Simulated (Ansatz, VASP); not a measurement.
One calculation of TiC, two programs

```
CELL_PARAMETERS angstrom
3.04209 0.00000 0.00000
-1.52104 2.63452 0.00000
0.00000 0.00000 2.69797
ATOMIC_POSITIONS crystal
Ti 0.00000 0.00000 0.50000
C 0.33333 0.66667 0.00000
```

Alike in both runs: task relaxation of cell and atoms; functional r2SCAN; k mesh 10 × 10 × 10; occupations fermi-dirac, width 0.05 eV; no spin polarisation; Hubbard terms Ti d U = 6.0 eV.

|  | VASP | Ansatz |
| --- | --- | --- |
| version | VASP 6.6.1 | Ansatz 0.2.0 |
| potentials or method | VASP PAW PBE potentials, release 64 (Ti_sv, C) | Ansatz PAW |
| plane-wave cutoff (eV) | 600 | 500 |
| valence electrons in the cell | 16 | 16 |

```csv
,VASP,Ansatz,Ansatz less VASP
"gap on the k mesh at the Fermi level, each at its own relaxed structure (eV)",none,none,-
relaxed volume (Å³/atom),11.50,11.25,-0.249
relaxed length of the cell vector where the two differ most in proportion (Å),3.094,3.069,-0.0259
```

VASP's potentials were made for PBE, not for r2SCAN. The programs project onto different local orbitals, so the same U acts differently, and such runs can settle in different states. A gap of «none» marks a metal or a gap that the smearing closes.

Noted on Ansatz's run: the plane-wave basis is chosen anew once the cell has moved, so the energies of steps on either side of that aren't comparable.
